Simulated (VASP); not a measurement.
A run of VASP 6.6.1:

File INCAR:

```
PREC     = Accurate       # precision mode
ENCUT    = 520            # plane-wave cutoff, eV
EDIFF    = 1E-7           # SCF threshold, eV
ISMEAR   = 0              # smearing method
SIGMA    = 0.05           # smearing width, eV
LREAL    = F              # projectors in reciprocal space
LASPH    = T              # aspherical terms in the spheres
NELM     = 80             # most SCF steps
ALGO     = Normal         # electronic algorithm
ISIF     = 2              # what is computed and relaxed
LWAVE    = F              # write WAVECAR
LCHARG   = T              # write CHGCAR
GGA      = PS             # functional
LELF     = T              # ELF
LVHAR    = T            
NBANDS   = 16             # bands
```

The input KPOINTS:

```
regular mesh
0
Gamma
  10 10 10
```

POSCAR

```
NbAs
1.0
    0.0000000000      2.6572897847      2.6051860634
    2.6051860634      0.0000000000      2.6051860634
    2.6051860634      2.6572897847      0.0000000000
Nb As
1 1
Direct
    0.5000000000      0.5000000000      0.5000000000
    0.0000000000      0.0000000000      0.0000000000
```

Potentials or basis: VASP PAW PBE potentials, release 64 (Nb_sv, As).

The run is started by

```sh
$ cat potpaw_PBE.64/Nb_sv/POTCAR potpaw_PBE.64/As/POTCAR > POTCAR
$ mpirun -np 1 vasp_std > vasp.out
```

Hardware: 1 thread of Intel Xeon 8259CL (shared host).

Q: How long does it take, and how much memory?

A: Wall time 94 s on 1 thread of Intel Xeon 8259CL, on a shared host, peak memory 0.2 GiB. Counts: scf iterations 13, k points 102.
